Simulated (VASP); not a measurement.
Set up this calculation in VASP 6.6.1, as the native input.

| Property | Result |
| --- | --- |
| Task | single point |
| Functional | r2SCAN |
| Potentials or basis | VASP PAW PBE potentials, release 64 (Si, W_sv) |
| Cutoff | 520 eV |
| k mesh | 12 × 12 × 6 |
| Occupations | gaussian, width 0.03 eV |
| Spin | no spin polarisation |
| Dipole correction | no |
| Further INCAR settings | ALGO = Normal; EDIFF = 1e-06; NBANDS = 43 |

The system is Si2W.

```
Si W
1.0
     4.57969    0.00000    0.00000
    -2.28984    3.96613    0.00000
     0.00000    0.00000    6.60915
Si W
6 3
Cartesian
  2.2898 2.6684 3.3046
  -1.1660 3.3173 5.5076
  1.1660 3.3173 1.1015
  0.0000 1.2977 3.3046
  3.4559 0.6488 5.5076
  1.1238 0.6488 1.1015
  -1.1449 1.9831 1.1015
  1.1449 1.9831 5.5076
  2.2898 0.0000 3.3046
```

One way to write it, as run:

POSCAR

```
Si2W
1.0
    4.5796898673      0.0000000000      0.0000000000
   -2.2898449337      3.9661277665      0.0000000000
    0.0000000000      0.0000000000      6.6091535140
Si W
6 3
Direct
    0.8364048210      0.6728096420      0.5000000000
    0.1635951790      0.8364048210      0.8333333333
    0.6728096420      0.8364048210      0.1666666667
    0.1635951790      0.3271903580      0.5000000000
    0.8364048210      0.1635951790      0.8333333333
    0.3271903580      0.1635951790      0.1666666667
    0.0000000000      0.5000000000      0.1666666667
    0.5000000000      0.5000000000      0.8333333333
    0.5000000000      0.0000000000      0.5000000000
```

INCAR.step1

```
SYSTEM = Si2W
PREC = Accurate ; ENCUT = 520
ISMEAR = 0 ; SIGMA = 0.03
LREAL = .False. ; LASPH = .True.
NELM = 80 ; NBANDS = 43
GGA = PE ; ALGO = Normal
EDIFF = 1E-4 ; LWAVE = .True.
LCHARG = .False.
```

INCAR.step2

```
SYSTEM = Si2W
PREC = Accurate ; ENCUT = 520
EDIFF = 1E-6 ; ISMEAR = 0
SIGMA = 0.03 ; LREAL = .False.
LASPH = .True. ; NELM = 80
ALGO = Normal ; ISIF = 2
LWAVE = .False. ; LCHARG = .False.
METAGGA = R2SCAN ; LMIXTAU = .True.
NBANDS = 43 ; ISTART = 1
```

KPOINTS

```
regular mesh
0
Gamma
  12 12 6
  0 0 0
```

Potentials or basis: VASP PAW PBE potentials, release 64 (Si, W_sv).

Command:

```sh
$ cat potpaw_PBE.64/Si/POTCAR potpaw_PBE.64/W_sv/POTCAR > POTCAR
$ cp INCAR.step1 INCAR
$ mpirun -np 1 vasp_std > vasp.out
$ cp INCAR.step2 INCAR
$ mpirun -np 1 vasp_std > vasp.out
```

It gave:

```json
{"Pressure": "0.3 GPa", "Largest force": "0.011 eV/Å", "Band gap on the k mesh": "0.13 eV (least direct gap 0.83 eV)"}
```

Caveat: the PAW data sets were made with another functional, which shifts forces and pressure a little; spin-orbit coupling is left out, which moves the levels of the heavy elements.

Wall time 33 min on 1 thread of Intel Xeon 8259CL (shared host), peak memory 0.46 GiB.
